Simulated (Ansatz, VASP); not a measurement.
## One calculation of Mo, two programs

File INCAR:

```
  ALGO = Fast
  EDIFF = 1E-6
  ENCUT = 520
  GGA = PS
  ISIF = 2
  ISMEAR = 0
  LASPH = T
  LCHARG = T
  LELF = T
  LREAL = F
  LVHAR = T
  LWAVE = F
  NBANDS = 13
  NELM = 80
  PREC = Accurate
  SIGMA = 0.15
```

File KPOINTS:

```
k-points
0
Gamma
  22 22 22
```

Contents of POSCAR:

```
Mo
1.0
   -1.4453200000      1.4453200000      1.4453200000
    1.4453200000     -1.4453200000      1.4453200000
    1.4453200000      1.4453200000     -1.4453200000
Mo
1
Direct
    0.0000000000      0.0000000000      0.0000000000
```

Input for Ansatz:

```yaml
crystal:
  lattice:
    - [-1.44532, 1.44532, 1.44532]
    - [1.44532, -1.44532, 1.44532]
    - [1.44532, 1.44532, -1.44532]
  atoms:
    - { symbol: Mo, position: [0.0, 0.0, 0.0] }
basis:
  ecutwfc: 420
kpoints:
  mp_grid: { grid: [22, 22, 22] }
hamiltonian:
  xc: pbesol
scf:
  occupations: { method: gaussian, width: 0.15 }
output:
  forces: true
  stress: true
  eigenvalues: true
```

Change from the starting cell: strain -0.080 along x and y, -0.080 along z, atoms carried along.

Alike in both runs: task single point; functional PBEsol; k mesh 22 × 22 × 22; occupations gaussian, width 0.15 eV; no spin polarisation.

|  | VASP | Ansatz |
| --- | --- | --- |
| version | VASP 6.6.1 | Ansatz 0.2.0 |
| potentials or method | VASP PAW PBE potentials, release 64 (Mo_sv), cutoff 520 eV | scalar-relativistic, plane waves, PAW |
| valence electrons in the cell | 14 | 14 |

```csv
,VASP,Ansatz,Ansatz less VASP
gap on the k mesh at the Fermi level (eV),none,none,-
pressure (GPa),109.8,108.0,-1.78
```

VASP's potentials were made for PBE, not for PBEsol. A gap of «none» marks a metal or a gap that the smearing closes. Both programs put the cell under a high pressure, so it lies far from rest at this level.

Noted on VASP's run: the cell as given lies far from equilibrium.
